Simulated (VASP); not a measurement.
Wanted: the native input for a VASP 6.6.1 run.

| Property | Result |
| --- | --- |
| Task | single point |
| Functional | PBE |
| Potentials or basis | VASP PAW PBE potentials, release 64 (Li_sv, F) |
| Cutoff | 520 eV |
| k mesh | 10 × 10 × 10 |
| Occupations | gaussian, width 0.05 eV |
| Spin | no spin polarisation |
| Dipole correction | no |
| Further INCAR settings | ALGO = Normal; EDIFF = 1e-07; NBANDS = 12 |

The structure of LiF lies in POSCAR:

```
LiF
1.0
    2.5595330000      0.0000000000      0.0000000000
    0.0000000000      2.5595330000      0.0000000000
    0.0000000000      0.0000000000      2.3547703600
Li F
1 1
Direct
    0.0000000000      0.0000000000      0.0000000000
    0.5000000000      0.5000000000      0.5000000000
```

This cell differs from its parent crystal: strain +0.000 along x and y, -0.080 along z.

One way to write it, as run:

INCAR

```
SYSTEM = LiF
PREC = Accurate
ENCUT = 520
EDIFF = 1E-7
ISMEAR = 0
SIGMA = 0.05
LREAL = .False.
LASPH = .True.
NELM = 80
ALGO = Normal
ISIF = 2
LWAVE = .False.
LCHARG = .True.
GGA = PE
LELF = .True.
LVHAR = .True.
NBANDS = 12
```

KPOINTS

```
Automatic mesh
0
Gamma
  10 10 10
  0 0 0
```

Potentials or basis: VASP PAW PBE potentials, release 64 (Li_sv, F).

Command:

```console
$ cat potpaw_PBE.64/Li_sv/POTCAR potpaw_PBE.64/F/POTCAR > POTCAR
$ mpirun -np 1 vasp_std > vasp.out
```

It gave:

- Band gap on the k mesh: 7.66 eV (least direct gap 8.20 eV)

Caveat: the cell differs from its parent crystal (strain +0.000 along x and y, -0.080 along z).

It took 22 s on 1 thread of Intel Xeon 8259CL (shared host), peak memory 0.13 GiB.
